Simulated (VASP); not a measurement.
A run of VASP 6.6.1:

Contents of INCAR:

```
PREC     = Accurate       # precision mode
ENCUT    = 520            # plane-wave cutoff, eV
EDIFF    = 1E-6           # SCF threshold, eV
ISMEAR   = 1              # smearing method
SIGMA    = 0.02           # smearing width, eV
LREAL    = False          # projectors in reciprocal space
LASPH    = True           # aspherical terms in the spheres
NELM     = 100            # most SCF steps
ALGO     = Normal         # electronic algorithm
ISIF     = 2              # what is computed and relaxed
LWAVE    = False          # write WAVECAR
LCHARG   = True           # write CHGCAR
GGA      = PS             # functional
LELF     = True           # ELF
LVHAR    = True         
NBANDS   = 19             # bands
```

File KPOINTS:

```
Automatic mesh
0
Gamma
  8 8 8
```

The input POSCAR:

```
TiO2
1.0
    7.1924470000      0.0000000000      0.0000000000
    6.5690148859      2.9290505761      0.0000000000
    6.5690148859      1.3981782601      2.5737977446
Ti O
1 2
Direct
    0.0000000000      0.0000000000      0.0000000000
    0.6204700000      0.6204700000      0.6204700000
    0.3795300000      0.3795300000      0.3795300000
```

Potentials or basis: VASP PAW PBE potentials, release 64 (Ti_sv, O).

Command:

```sh
$ cat potpaw_PBE.64/Ti_sv/POTCAR potpaw_PBE.64/O/POTCAR > POTCAR
$ mpirun -np 1 vasp_std > vasp.out
```

Hardware: 1 thread of Intel(R) Xeon(R) Platinum 8375C CPU @ 2.90GHz (Ice Lake) (shared host).

Task: How long does it take, and how much memory?

Result: It took 5 min on 1 thread of Intel(R) Xeon(R) Platinum 8375C CPU @ 2.90GHz (Ice Lake), on a shared host, peak memory 0.41 GiB. Counts: scf iterations 16, k points 65.
